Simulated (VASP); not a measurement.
# Li: single point with PBE

The system is Li.

```xyz
16
Lattice="7.0944 0.0000 0.0000 0.0000 7.0944 0.0000 0.0000 0.0000 7.0944" Properties=species:S:1:pos:R:3 pbc="T T T"
Li   -0.0788   -0.0386    0.7665
Li    4.4519   -0.0353    0.0613
Li   -0.3884    3.9762    0.7997
Li   -0.3814    0.2526    3.6697
Li    1.3325    1.9081    1.7584
Li    3.2502    2.9751    0.3085
Li    3.8323    0.3324    4.6618
Li    4.8862    2.4758    2.0850
Li   -0.6083    3.4734    3.7433
Li    1.5043    5.5582    2.3728
Li    1.0688    1.4583    6.2614
Li    2.7690    3.3307    3.8457
Li    4.9028    5.6706    3.1439
Li    5.5229    1.8757    5.7747
Li    2.1658    5.2864    6.2559
Li    5.7030    5.3182    5.7035
```

| Quantity | Value |
| --- | --- |
| Program | VASP 6.6.1 |
| Task | single point |
| Functional | PBE |
| Potentials or basis | VASP PAW PBE potentials, release 64 (Li_sv) |
| Cutoff | 520 eV |
| k mesh | 2 × 2 × 2 |
| Occupations | fermi-dirac, width 0.1 eV |
| Spin | no spin polarisation |
| Dipole correction | no |
| Further INCAR settings | LREAL = Auto; ALGO = Normal; EDIFF = 1e-06; NBANDS = 38 |

```json
{"Largest force": "0.993 eV/Å", "Band gap on the k mesh": "zero (band 24 reaches 0.52 eV, above the bottom of band 25 at -0.13 eV)"}
```

Forces on the atoms (eV/Å):
```
Li  -0.447 -0.306  0.055
Li  -0.514 -0.005  0.849
Li   0.131  0.002 -0.106
Li   0.299  0.312  0.241
Li   0.063  0.015  0.568
Li   0.077  0.308 -0.450
Li  -0.680  0.303 -0.351
Li   0.103 -0.689  0.128
Li   0.626  0.027  0.216
Li   0.298 -0.111  0.061
Li   0.330  0.182 -0.713
Li   0.116 -0.043  0.333
Li  -0.322 -0.461 -0.805
Li   0.067  0.498  0.141
Li  -0.259  0.141 -0.147
Li   0.112 -0.174 -0.020
```

Levels at points of the mesh, in eV from the Fermi level:
```tsv
k point	band 21	band 22	band 23	band 24	band 25	band 26
(0.00, 0.00, 0.00)	-0.92	-0.76	-0.75	0.33	0.48	0.59
(0.50, 0.00, 0.00)	-0.53	-0.45	-0.43	-0.32	-0.13	-0.09
(0.00, 0.50, 0.00)	-0.59	-0.51	-0.35	-0.34	-0.17	-0.04
(0.00, 0.00, 0.50)	-0.56	-0.45	-0.40	-0.35	-0.32	-0.12
(0.50, 0.50, 0.00)	-0.26	-0.18	0.00	0.07	0.15	0.32
(0.00, 0.50, 0.50)	-0.26	-0.09	0.02	0.13	0.20	0.28
(0.50, 0.00, 0.50)	-0.36	-0.18	-0.02	0.03	0.14	0.35
(0.50, 0.50, 0.50)	-1.53	-1.41	-1.34	-1.23	1.76	1.83
```

Wall time 2 min on 1 thread of Intel(R) Xeon(R) Platinum 8488C (Sapphire Rapids), with other jobs on the host, peak memory 0.36 GiB.

Caveat: the k points lie up to 0.44 Å⁻¹ apart.
